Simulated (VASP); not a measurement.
# Cu (I4/mmm) in VASP: notebook, part 2 of 2

VASP 6.6.1. The steps go on from the part before.

**4. Single point, LDA, collinear spin**

File INCAR:

```
ALGO     = Normal         # electronic algorithm
EDIFF    = 1E-6           # SCF threshold, eV
ENCUT    = 600            # plane-wave cutoff, eV
GGA_COMPAT= False        
ISIF     = 2              # what is computed and relaxed
ISMEAR   = -1             # smearing method
ISPIN    = 2              # spin polarisation
LASPH    = True           # aspherical terms in the spheres
LCHARG   = False          # write CHGCAR
LMAXMIX  = 4              # l up to which the mixer works
LORBIT   = 11             # projections on sites
LREAL    = False          # projectors in reciprocal space
LWAVE    = False          # write WAVECAR
MAGMOM   = 0.2            # initial moments
NBANDS   = 16             # bands
NELM     = 200            # most SCF steps
NUPDOWN  = 0.2            # fixed moment
PREC     = Accurate       # precision mode
SIGMA    = 0.05           # smearing width, eV
```

File KPOINTS:

```
k-points
0
Gamma
  14 14 14
```

File POSCAR:

```
Cu
1.0
   -1.4427933200      1.4427933200      1.3760814500
    1.4427933200     -1.4427933200      1.3760814500
    1.4427933200      1.4427933200     -1.3760814500
Cu
1
Direct
    0.0000000000      0.0000000000      0.0000000000
```

Potentials or basis: VASP PAW LDA potentials, release 64 (Cu).

Started as:

```
$ cat potpaw_LDA.64/Cu/POTCAR > POTCAR
$ mpirun -np 1 vasp_std > vasp.out
```

OUTCAR:

```text
EDIFF = 1E-6
   ENCUT = 600
   ISIF = 2
   ISMEAR = -1
   ISPIN = 2
   LASPH = True
   LORBIT = 11
   LREAL = False
   NELM = 200
   NUPDOWN = 0.2
   PREC = Accurate

 ion  position               nearest neighbor table
   1  0.000  0.000  0.000-

  LATTYP: Found a body centered tetragonal cell.
 ALAT       =     2.8855866400
 C/A-ratio  =     0.9537620052

  Lattice vectors:

 A1 = (  -1.4427933200,   1.4427933200,   1.3760814500)
 A2 = (   1.4427933200,  -1.4427933200,   1.3760814500)
 A3 = (   1.4427933200,   1.4427933200,  -1.3760814500)

Analysis of symmetry for initial positions (statically):
=====================================================================
 Subroutine PRICEL returns:
 Original cell was already a primitive cell.

 Routine SETGRP: Setting up the symmetry group for a
 body centered tetragonal supercell.

 Subroutine GETGRP returns: Found 16 space group operations
 (whereof 16 operations were pure point group operations)
 out of a pool of 16 trial point group operations.

The static configuration has the point symmetry D_4h.

Analysis of symmetry for dynamics (positions and initial velocities):
=====================================================================
 Subroutine PRICEL returns:
 Original cell was already a primitive cell.

 Routine SETGRP: Setting up the symmetry group for a
 body centered tetragonal supercell.

 Subroutine GETGRP returns: Found 16 space group operations
 (whereof 16 operations were pure point group operations)
 out of a pool of 16 trial point group operations.

The dynamic configuration has the point symmetry D_4h.

Analysis of structural, dynamic, and magnetic symmetry:
=====================================================================
 Subroutine PRICEL returns:
 Original cell was already a primitive cell.

 Routine SETGRP: Setting up the symmetry group for a
 body centered tetragonal supercell.

 Subroutine GETGRP returns: Found 16 space group operations
 (whereof 16 operations were pure point group operations)
 out of a pool of 16 trial point group operations.

The overall configuration has the point symmetry D_4h.

[... 132 lines left out ...]

 number of electron      11.0000000 magnetization       0.2000000

 Free energy of the ion-electron system (eV)
  ---------------------------------------------------
  ext. energy  EPLUGINS =         0.00000000
  ---------------------------------------------------
  free energy    TOTEN  =        -4.60403444 eV

  energy without entropy =       -4.60173269  energy(sigma->0) =       -4.60288356

 E-fermi :   7.0809     XC(G=0): -13.2825

 val. band max:        8.2877149201   @ k =  -0.3571   0.5000   0.0714
 cond. band min:       7.0850016456   @ k =  -0.2143   0.4286   0.0714
 fundamental gap:     -1.2027132745
 Fermi energy:         8.3134403985

 spin component 1

 k-point     1 :       0.0000    0.0000    0.0000
  band No.  band energies     occupation
      1      -1.9235      1.00000
      2       4.2788      1.00000
      3       4.4768      1.00000
      4       4.4768      1.00000
      5       5.3658      1.00000
      6       5.5768      1.00000
[... 435 lines left out ...]
      5       5.7462      1.00000
      6       6.6763      1.00000
[... 8 lines left out ...]
     15      50.4897      0.00000
     16      53.6527      0.00000

 [... further k-points ...]

 spin component 2

 k-point     1 :       0.0000    0.0000    0.0000
  band No.  band energies     occupation
      1      -1.7779      1.00000
      2       4.3969      1.00000
      3       4.5960      1.00000
      4       4.5960      1.00000
      5       5.4845      1.00000
      6       5.6913      1.00000
[... 435 lines left out ...]
      5       5.8645      1.00000
      6       6.8024      0.99620
[... 8 lines left out ...]
     15      50.6340      0.00000
     16      53.7948      0.00000

 [... further k-points ...]

------------------------ aborting loop because EDIFF is reached ----------------------------------------

  FORCE on cell =-STRESS in cart. coord.  units (eV):
  Direction    XX          YY          ZZ          XY          YZ          ZX
  --------------------------------------------------------------------------------------
  -------------------------------------------------------------------------------------
  Total       -0.4584163     -0.4584163     -0.4405699      0.0000000      0.0000000      0.0000000
  in kB      -64.1000372    -64.1000372    -61.6045833      0.0000000      0.0000000      0.0000000
  external PRESSURE =     -63.2682192 kB  Pullay stress =       0.0000000 kB

 VOLUME and BASIS-vectors are now :
 -----------------------------------------------------------------------------
  energy-cutoff  :      600.00
  volume of cell :       11.46
      direct lattice vectors                 reciprocal lattice vectors
    -1.442793320  1.442793320  1.376081450     0.000000000  0.346549983  0.363350585
     1.442793320 -1.442793320  1.376081450     0.346549983  0.000000000  0.363350585
     1.442793320  1.442793320 -1.376081450     0.346549983  0.346549983  0.000000000

 POSITION                                       TOTAL-FORCE (eV/Angst)
 -----------------------------------------------------------------------------------
      0.00000      0.00000      0.00000        -0.000000     -0.000000     -0.000000
 -----------------------------------------------------------------------------------
    total drift:                                0.000000     -0.000000      0.000000

  FREE ENERGIE OF THE ION-ELECTRON SYSTEM (eV)
  ---------------------------------------------------
  free  energy   TOTEN  =        -4.6040344373 eV

  energy  without entropy=       -4.6017326856  energy(sigma->0) =       -4.60288356

 total charge

# of ion       s       p       d       tot
------------------------------------------
    1        0.461   0.408   9.179  10.048

 magnetization (x)

# of ion       s       p       d       tot
------------------------------------------
    1        0.020   0.046   0.093   0.159
```

Run time: 1.7 min. Hardware: 1 thread of Intel Xeon 8259CL, shared host; peak memory 0.19 GiB.

Results:

```
Free energy                                           : -4.6040 eV
Pressure                                              : -6.3 GPa
Net moment                                            : 0.20 μB per cell
Site moments                                          : Cu +0.16 μB
Valence electrons inside the program's atomic spheres : Cu 10.05
```

Caveat: the cell stands under tension; the total moment is fixed, so each spin has its own Fermi level.

**5. Single point, LDA, collinear spin**

File INCAR:

```
SYSTEM = Cu
  ALGO = Normal
  EDIFF = 1E-6
  ENCUT = 600
  GGA_COMPAT = .False.
  ISIF = 2
  ISMEAR = -1
  ISPIN = 2
  LASPH = .True.
  LCHARG = .True.
  LELF = .True.
  LMAXMIX = 4
  LORBIT = 11
  LREAL = .False.
  LVHAR = .True.
  LWAVE = .False.
  MAGMOM = 0.5
  NBANDS = 16
  NELM = 200
  NUPDOWN = 0.5
  PREC = Accurate
  SIGMA = 0.05
```

File KPOINTS:

```
k-points
0
Gamma
  14 14 14
  0 0 0
```

POSCAR is that of step 4.

Potentials or basis: VASP PAW LDA potentials, release 64 (Cu).

Started as:

```
$ cat potpaw_LDA.64/Cu/POTCAR > POTCAR
$ mpirun -np 1 vasp_std > vasp.out
```

OUTCAR:

```text
SYSTEM = Cu
   EDIFF = 1E-6
   ENCUT = 600
   ISIF = 2
   ISMEAR = -1
   ISPIN = 2
   LASPH = .True.
   LORBIT = 11
   LREAL = .False.
   NELM = 200
   NUPDOWN = 0.5
   PREC = Accurate

 ion  position               nearest neighbor table
   1  0.000  0.000  0.000-

  LATTYP: Found a body centered tetragonal cell.
 ALAT       =     2.8855866400
 C/A-ratio  =     0.9537620052

  Lattice vectors:

 A1 = (  -1.4427933200,   1.4427933200,   1.3760814500)
 A2 = (   1.4427933200,  -1.4427933200,   1.3760814500)
 A3 = (   1.4427933200,   1.4427933200,  -1.3760814500)

Analysis of symmetry for initial positions (statically):
=====================================================================
 Subroutine PRICEL returns:
 Original cell was already a primitive cell.

 Routine SETGRP: Setting up the symmetry group for a
 body centered tetragonal supercell.

 Subroutine GETGRP returns: Found 16 space group operations
 (whereof 16 operations were pure point group operations)
 out of a pool of 16 trial point group operations.

The static configuration has the point symmetry D_4h.

Analysis of symmetry for dynamics (positions and initial velocities):
=====================================================================
 Subroutine PRICEL returns:
 Original cell was already a primitive cell.

 Routine SETGRP: Setting up the symmetry group for a
 body centered tetragonal supercell.

 Subroutine GETGRP returns: Found 16 space group operations
 (whereof 16 operations were pure point group operations)
 out of a pool of 16 trial point group operations.

The dynamic configuration has the point symmetry D_4h.

Analysis of structural, dynamic, and magnetic symmetry:
=====================================================================
 Subroutine PRICEL returns:
 Original cell was already a primitive cell.

 Routine SETGRP: Setting up the symmetry group for a
 body centered tetragonal supercell.

[... 128 lines left out ...]
   LHFCALC =     F    Hartree Fock is set to
   AEXX    =    0.0000 exact exchange contribution
   IVDW    =     0    specifies the selected vdW correction
   LEPSILON=     F    determine dielectric tensor
   LRPA    =     F    only Hartree local field effects (RPA)
 spin polarized calculation
  energy-cutoff  :      600.00
  volume of cell :       11.46
 maximum number of plane-waves:       400
   NGX =  9   NGY =  9   NGZ =  9

 number of electron      11.0000000 magnetization       0.5000000

 Free energy of the ion-electron system (eV)
  ---------------------------------------------------
  ext. energy  EPLUGINS =         0.00000000
  ---------------------------------------------------
  free energy    TOTEN  =        -4.28037412 eV

  energy without entropy =       -4.27695616  energy(sigma->0) =       -4.27866514

 E-fermi :   6.3116     XC(G=0): -13.2939

 val. band max:        9.2639503019   @ k =   0.4286   0.3571  -0.0000
 cond. band min:       6.3168755879   @ k =   0.5000   0.0000  -0.0000
 fundamental gap:     -2.9470747141
 Fermi energy:         9.2835185131

 spin component 1

 k-point     1 :       0.0000    0.0000    0.0000
  band No.  band energies     occupation
      1      -2.0243      1.00000
      2       4.0572      1.00000
      3       4.2525      1.00000
      4       4.2525      1.00000
      5       5.1428      1.00000
      6       5.3518      1.00000
[... 435 lines left out ...]
      5       5.5176      1.00000
      6       6.4719      1.00000
[... 8 lines left out ...]
     15      50.3792      0.00000
     16      53.5388      0.00000

 [... further k-points ...]

 spin component 2

 k-point     1 :       0.0000    0.0000    0.0000
  band No.  band energies     occupation
      1      -1.6766      1.00000
      2       4.3659      1.00000
      3       4.5629      1.00000
      4       4.5629      1.00000
      5       5.4420      1.00000
      6       5.6469      1.00000
[... 435 lines left out ...]
      5       5.8190      0.99995
      6       6.7934      0.00007
[... 8 lines left out ...]
     15      50.7269      0.00000
     16      53.8804      0.00000

 [... further k-points ...]
[... 5 lines left out ...]
  --------------------------------------------------------------------------------------
  -------------------------------------------------------------------------------------
  Total       -0.2519365     -0.2519365     -0.2281419      0.0000000      0.0000000      0.0000000
  in kB      -35.2281079    -35.2281079    -31.9009235      0.0000000      0.0000000      0.0000000
  external PRESSURE =     -34.1190464 kB  Pullay stress =       0.0000000 kB

 VOLUME and BASIS-vectors are now :
 -----------------------------------------------------------------------------
  energy-cutoff  :      600.00
  volume of cell :       11.46
      direct lattice vectors                 reciprocal lattice vectors
    -1.442793320  1.442793320  1.376081450     0.000000000  0.346549983  0.363350585
     1.442793320 -1.442793320  1.376081450     0.346549983  0.000000000  0.363350585
     1.442793320  1.442793320 -1.376081450     0.346549983  0.346549983  0.000000000

 POSITION                                       TOTAL-FORCE (eV/Angst)
 -----------------------------------------------------------------------------------
      0.00000      0.00000      0.00000        -0.000000      0.000000      0.000000
 -----------------------------------------------------------------------------------
    total drift:                                0.000000     -0.000000      0.000000

  FREE ENERGIE OF THE ION-ELECTRON SYSTEM (eV)
  ---------------------------------------------------
  free  energy   TOTEN  =        -4.2803741237 eV

  energy  without entropy=       -4.2769561603  energy(sigma->0) =       -4.27866514

 total charge

# of ion       s       p       d       tot
------------------------------------------
    1        0.462   0.429   9.145  10.036

 magnetization (x)

# of ion       s       p       d       tot
------------------------------------------
    1        0.047   0.108   0.247   0.402
```

OSZICAR:

```text
N       E                     dE             d eps       ncg     rms          rms(c)
DAV:   1     0.472004108385E+02    0.47200E+02   -0.53716E+03 18280   0.132E+03
DAV:   2    -0.333553930636E+01   -0.50536E+02   -0.45984E+02 17448   0.209E+02
DAV:   3    -0.540174738375E+01   -0.20662E+01   -0.20453E+01 19480   0.383E+01
DAV:   4    -0.541250894296E+01   -0.10762E-01   -0.10761E-01 18616   0.252E+00
DAV:   5    -0.541258904155E+01   -0.80099E-04   -0.80098E-04 19952   0.225E-01    0.840E+00
DAV:   6    -0.470005976334E+01    0.71253E+00   -0.14578E+01 19440   0.620E+01    0.447E+00
DAV:   7    -0.429736649402E+01    0.40269E+00   -0.22105E+00 19904   0.242E+01    0.754E-01
DAV:   8    -0.428698743280E+01    0.10379E-01   -0.49040E-03 21440   0.928E-01    0.475E-01
DAV:   9    -0.428049144939E+01    0.64960E-02   -0.74630E-03 22280   0.852E-01    0.901E-02
DAV:  10    -0.428037340178E+01    0.11805E-03   -0.47512E-04 23776   0.221E-01    0.217E-02
DAV:  11    -0.428037412368E+01   -0.72190E-06   -0.87800E-06 17768   0.260E-02
   1 F= -.42803741E+01 E0= -.42786651E+01  d E =-.341796E-02  mag=     0.5000
```

Run time: 97 s. Hardware: 1 thread of Intel Xeon 8259CL, shared host; peak memory 0.19 GiB.

What came out:

```
Free energy                                           : -4.2804 eV
Pressure                                              : -3.4 GPa
Net moment                                            : 0.50 μB per cell
Site moments                                          : Cu +0.40 μB
Valence electrons inside the program's atomic spheres : Cu 10.04
```

Caveat: the cell stands under tension; the total moment is fixed, so each spin has its own Fermi level.

**6. Overview**

```csv
fixed moment (μB),pressure (GPa),moment (μB)
0.1,-6.8,0.10
0.2,-6.3,0.20
0.5,-3.4,0.50
```

Alike in all rows: task single point; level LDA; potentials or basis VASP PAW LDA potentials, release 64 (Cu); spin collinear; cell as given; k mesh 14 × 14 × 14; cutoff (eV) 600; smearing fermi-dirac 0.05 eV.

Caveats: the cell stands under tension; the total moment is fixed, so each spin has its own Fermi level.

Total energies depend on the potentials used, so only differences within one code and one set of settings carry meaning.
